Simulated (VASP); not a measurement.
LiCl: single point with HSE06

Crystal: LiCl.

```xyz
2
Lattice="-0.0605 2.5566 2.5566 2.5566 -0.0605 2.5566 2.5566 2.5566 -0.0605" Properties=species:S:1:pos:R:3 pbc="T T T"
Li    0.0000    0.0000    0.0000
Cl    2.5263    2.5263    2.5263
```

This cell differs from its parent crystal: epitaxial 111 strain +2.4%.

```json
{
  "Program": "VASP 6.6.1",
  "Task": "single point",
  "Functional": "HSE06",
  "Potentials or basis": "VASP PAW PBE potentials, release 64 (Li_sv, Cl)",
  "Cutoff": "520 eV",
  "k mesh": "6 × 6 × 6",
  "Occupations": "gaussian, width 0.01 eV",
  "Spin": "no spin polarisation",
  "Dipole correction": "no",
  "Grid for exact exchange (PRECFOCK)": "Normal",
  "Further INCAR settings": "ALGO = Normal; EDIFF = 1e-07; NBANDS = 12",
  "Share of exact exchange": "0.25",
  "Screening parameter": "0.2079 1/Å"
}
```

The band gap on the k mesh is 7.43 eV.

Levels at points of the mesh, in eV from the valence-band top:
| k point | band 1 | band 2 | band 3 | band 4 | band 5 | band 6 | band 7 | band 8 | band 9 | band 10 |
| --- | --- | --- | --- | --- | --- | --- | --- | --- | --- | --- |
| (0.00, 0.00, 0.00) | -46.46 | -14.71 | -0.20 | -0.20 | 0.00 | 7.43 | 13.10 | 13.10 | 13.72 | 15.89 |
| (0.50, 0.00, 0.00) | -46.46 | -14.14 | -3.08 | -0.42 | -0.32 | 8.00 | 10.78 | 11.10 | 14.19 | 18.26 |
| (0.50, 0.50, 0.00) | -46.46 | -13.87 | -3.12 | -1.38 | -1.16 | 9.06 | 9.56 | 13.73 | 15.45 | 15.60 |
| (0.50, 0.50, 0.50) | -46.46 | -14.05 | -3.04 | -0.52 | -0.52 | 7.79 | 10.60 | 10.60 | 14.59 | 17.98 |

Run time: 22 min on 1 thread of Intel(R) Xeon(R) Platinum 8259CL CPU @ 2.50GHz (Skylake/Cascade Lake) (shared host), peak memory 0.27 GiB.

Caveat: the cell differs from its parent crystal (epitaxial 111 strain +2.4%). A k mesh can miss the band edges.
